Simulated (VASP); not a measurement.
# Ag (P6_3/mmc) in VASP: a series of runs, part 2 of 2

VASP 6.6.1. Earlier steps stand in the parts before.

### 4 Single point, r2SCAN

This run uses another cell than the first one, of 17.17 Å³/atom, 1.027 times its volume.

The input, POSCAR:

```
Ag
1.0
    2.8923728726      0.0000000000      0.0000000000
   -1.4461864363      2.5048683849      0.0000000000
    0.0000000000      0.0000000000      4.7396568049
Ag
2
Direct
    0.3333333333      0.6666666667      0.2500000000
    0.6666666667      0.3333333333      0.7500000000
```

The input, INCAR.step1:

```
SYSTEM = Ag
PREC     = Accurate       ! precision mode
ENCUT    = 520            ! plane-wave cutoff, eV
ISMEAR   = -1             ! smearing method
SIGMA    = 0.1            ! smearing width, eV
LREAL    = .FALSE.        ! projectors in reciprocal space
LASPH    = .TRUE.         ! aspherical terms in the spheres
NELM     = 60             ! most SCF steps
NBANDS   = 18             ! bands
GGA      = PE             ! functional
ALGO     = Normal         ! electronic algorithm
EDIFF    = 1E-4           ! SCF threshold, eV
LWAVE    = .TRUE.         ! write WAVECAR
LCHARG   = .FALSE.        ! write CHGCAR
```

The input, INCAR.step2:

```
SYSTEM = Ag
PREC     = Accurate       ! precision mode
ENCUT    = 520            ! plane-wave cutoff, eV
EDIFF    = 1E-6           ! SCF threshold, eV
ISMEAR   = -1             ! smearing method
SIGMA    = 0.1            ! smearing width, eV
LREAL    = .FALSE.        ! projectors in reciprocal space
LASPH    = .TRUE.         ! aspherical terms in the spheres
NELM     = 60             ! most SCF steps
ALGO     = Normal         ! electronic algorithm
ISIF     = 2              ! what is computed and relaxed
LWAVE    = .FALSE.        ! write WAVECAR
LCHARG   = .FALSE.        ! write CHGCAR
METAGGA  = R2SCAN         ! meta-GGA
LMIXTAU  = .TRUE.       
NBANDS   = 18             ! bands
ISTART   = 1
```

The input, KPOINTS:

```
Automatic mesh
0
G
  18 18 10
  0 0 0
```

Potentials or basis: VASP PAW PBE potentials, release 64 (Ag).

Started as:

```
cat potpaw_PBE.64/Ag/POTCAR > POTCAR
cp INCAR.step1 INCAR
mpirun -np 1 vasp_std > vasp.out
cp INCAR.step2 INCAR
mpirun -np 1 vasp_std > vasp.out
```

OUTCAR:

```text
SYSTEM = Ag
   PREC = Accurate
   ENCUT = 520
   EDIFF = 1E-6
   ISMEAR = -1
   LREAL = .FALSE.
   LASPH = .TRUE.
   NELM = 60
   ISIF = 2
   METAGGA = R2SCAN
   ISTART = 1

 ion  position               nearest neighbor table
   1  0.333  0.667  0.250-   2 2.90   2 2.90   2 2.90   2 2.90   2 2.90   2 2.90
   2  0.667  0.333  0.750-   1 2.90   1 2.90   1 2.90   1 2.90   1 2.90   1 2.90

  LATTYP: Found a hexagonal cell.
 ALAT       =     2.8923728726
 C/A-ratio  =     1.6386742006

  Lattice vectors:

 A1 = (   2.8923728726,   0.0000000000,   0.0000000000)
 A2 = (  -1.4461864363,   2.5048683849,   0.0000000000)
 A3 = (   0.0000000000,   0.0000000000,   4.7396568049)

Analysis of symmetry for initial positions (statically):
=====================================================================
 Subroutine PRICEL returns:
 Original cell was already a primitive cell.

 Routine SETGRP: Setting up the symmetry group for a
 hexagonal supercell.

 Subroutine GETGRP returns: Found 24 space group operations
 (whereof 12 operations were pure point group operations)
 out of a pool of 24 trial point group operations.

The static configuration has the point symmetry D_3d.
 The point group associated with its full space group is D_6h.

Analysis of symmetry for dynamics (positions and initial velocities):
=====================================================================
 Subroutine PRICEL returns:
 Original cell was already a primitive cell.

 Routine SETGRP: Setting up the symmetry group for a
 hexagonal supercell.

 Subroutine GETGRP returns: Found 24 space group operations
 (whereof 12 operations were pure point group operations)
 out of a pool of 24 trial point group operations.

The dynamic configuration has the point symmetry D_3d.
 The point group associated with its full space group is D_6h.
[... 99 lines left out ...]
   EDIFF  = 0.1E-05   stopping-criterion for ELM
   LREAL  =      F    real-space projection
[... 7 lines left out ...]
   TEBEG  =    0.0;   TEEND  =   0.0 temperature during run
   PSTRESS=    0.0 pullay stress
   NELECT =      22.0000    total number of electrons
   NUPDOWN=      -1.0000    fix difference up-down
   EMIN   =  10.00;   EMAX   =-10.00  energy-range for DOS
   EFERMI =   0.00;   METHOD = LEGACY
   ISMEAR =    -1;   SIGMA  =   0.10  broadening in eV -4-tet -1-fermi 0-gaus
   EFERMI_NEDOS =   21; number of points for ismear=-14 and -15
   IALGO  =     38    algorithm
   IMIX   =      4    mixing-type and parameters
     AMIX     =   0.40;   BMIX     =  1.00
     AMIX_MAG =   1.60;   BMIX_MAG =  1.00
  volume/ion in A,a.u.               =      17.17       115.87
  Fermi-wavevector in a.u.,A,eV,Ry     =   1.411303  2.666977 27.099772  1.991777
  Thomas-Fermi vector in A             =   2.533168
   LORBIT       =      0    0 simple, 1 ext, 2 COOP (PROOUT), +10 PAW based schemes
   METAGGA = R2SCAN    functional components
   LHFCALC =     F    Hartree Fock is set to
   AEXX    =    0.0000 exact exchange contribution
   IVDW    =     0    specifies the selected vdW correction
   LEPSILON=     F    determine dielectric tensor
   LRPA    =     F    only Hartree local field effects (RPA)
 non-spin polarized calculation
  energy-cutoff  :      520.00
  volume of cell :       34.34
 maximum number of plane-waves:       966
 NGX is ok and might be reduce to    24
   NGX = 11   NGY = 11   NGZ = 17

 number of electron      22.0000002 magnetization

 Free energy of the ion-electron system (eV)
  ---------------------------------------------------
  ext. energy  EPLUGINS =         0.00000000
  ---------------------------------------------------
  free energy    TOTEN  =       -42.71358522 eV

  energy without entropy =      -42.69453548  energy(sigma->0) =      -42.70406035

 E-fermi :   8.3439     XC(G=0): -12.9173

 val. band max:        8.3363420731   @ k =   0.3889   0.1111   0.3000
 cond. band min:       8.3580230264   @ k =   0.1667   0.0556   0.2000
 fundamental gap:      0.0216809532
 Fermi energy:         8.3438666777

 k-point     1 :       0.0000    0.0000    0.0000
  band No.  band energies     occupation
      1       0.4311      2.00000
      2       1.6469      2.00000
      3       3.2028      2.00000
      4       3.3094      2.00000
      5       3.3094      2.00000
      6       3.5465      2.00000
[... 481 lines left out ...]
      5       3.5469      2.00000
      6       3.7465      2.00000
[... 10 lines left out ...]
     17      19.7187      0.00000
     18      24.0228      0.00000

 [... further k-points ...]
[... 5 lines left out ...]
  --------------------------------------------------------------------------------------
  -------------------------------------------------------------------------------------
  Total        0.2413614      0.2413614      0.2413142      0.0000000     -0.0000000     -0.0000000
  in kB       11.2613970     11.2613970     11.2591959      0.0000000     -0.0000000     -0.0000000
  external PRESSURE =      11.2606633 kB  Pullay stress =       0.0000000 kB

 VOLUME and BASIS-vectors are now :
 -----------------------------------------------------------------------------
  energy-cutoff  :      520.00
  volume of cell :       34.34
      direct lattice vectors                 reciprocal lattice vectors
     2.892372873  0.000000000  0.000000000     0.345736889  0.199611286  0.000000000
    -1.446186436  2.504868385  0.000000000     0.000000000  0.399222572  0.000000000
     0.000000000  0.000000000  4.739656805     0.000000000  0.000000000  0.210985740

 POSITION                                       TOTAL-FORCE (eV/Angst)
 -----------------------------------------------------------------------------------
     -0.00000      1.66991      1.18491         0.000000     -0.000000      0.000000
      1.44619      0.83496      3.55474        -0.000000      0.000000      0.000000
 -----------------------------------------------------------------------------------
    total drift:                               -0.000000      0.000000     -0.000000

  FREE ENERGIE OF THE ION-ELECTRON SYSTEM (eV)
  ---------------------------------------------------
  free  energy   TOTEN  =       -42.7135852206 eV

  energy  without entropy=      -42.6945354771  energy(sigma->0) =      -42.70406035
```

OSZICAR.step1:

```text
N       E                     dE             d eps       ncg     rms          rms(c)
DAV:   1     0.125297609702E+03    0.12530E+03   -0.11851E+04  7992   0.122E+03
DAV:   2    -0.385034169149E+01   -0.12915E+03   -0.12283E+03  8288   0.268E+02
DAV:   3    -0.591502189888E+01   -0.20647E+01   -0.20575E+01  9278   0.380E+01
DAV:   4    -0.592114174950E+01   -0.61199E-02   -0.61193E-02  8846   0.204E+00
DAV:   5    -0.592119117359E+01   -0.49424E-04   -0.49423E-04  8756   0.196E-01    0.728E+00
DAV:   6    -0.544078792756E+01    0.48040E+00   -0.11633E+00  8300   0.116E+01    0.473E+00
DAV:   7    -0.542485107440E+01    0.15937E-01   -0.16111E-02  8670   0.122E+00    0.263E+00
DAV:   8    -0.541936319800E+01    0.54879E-02   -0.12004E-03  8334   0.270E-01    0.121E-01
DAV:   9    -0.541937470428E+01   -0.11506E-04   -0.13562E-05  4944   0.290E-02
   1 F= -.54193747E+01 E0= -.54093326E+01  d E =-.200842E-01
```

Run time: 3.5 min. Hardware: 1 thread of Intel Xeon 6975P-C, shared host; peak memory 0.25 GiB.

What came out:

```
Free energy            : -42.7136 eV
Pressure               : 1.1 GPa
Band gap on the k mesh : zero (band 11 reaches 12.59 eV, above the bottom of band 12 at 4.61 eV)
```

Levels at points of the mesh, in eV from the Fermi level:
```csv
k point,band 9,band 10,band 11,band 12,band 13,band 14
"(0.00, 0.00, 0.00)",-4.43,-3.42,-3.42,-0.35,3.61,16.29
"(0.50, 0.00, 0.00)",-3.24,-3.14,0.12,1.58,7.14,7.38
"(0.00, 0.00, 0.50)",-3.74,-3.74,-3.74,-3.74,11.42,11.42
"(0.50, 0.00, 0.50)",-3.19,-3.19,0.85,0.85,4.71,4.71
```

Caveat: the PAW data sets were made with another functional, which shifts forces and pressure a little.

### 5 The runs side by side

```tsv
cell	gap on the mesh (eV)	pressure (GPa)
a = 2.867, b = 2.867, c = 4.698 Å, angles 90.0, 90.0, 120.0°, 2 atoms	none	4.2
a = 2.884, b = 2.884, c = 4.725 Å, angles 90.0, 90.0, 120.0°, 2 atoms	none	2.2
a = 2.892, b = 2.892, c = 4.740 Å, angles 90.0, 90.0, 120.0°, 2 atoms	none	1.1
```

Alike in all rows: task single point; level r2SCAN; potentials or basis VASP PAW PBE potentials, release 64 (Ag); no spin polarisation; k mesh 18 × 18 × 10; cutoff (eV) 520; smearing fermi-dirac 0.1 eV.

Caveats: the PAW data sets were made with another functional, which shifts forces and pressure a little.

Absolute energies hang on the potentials; compare differences alone.
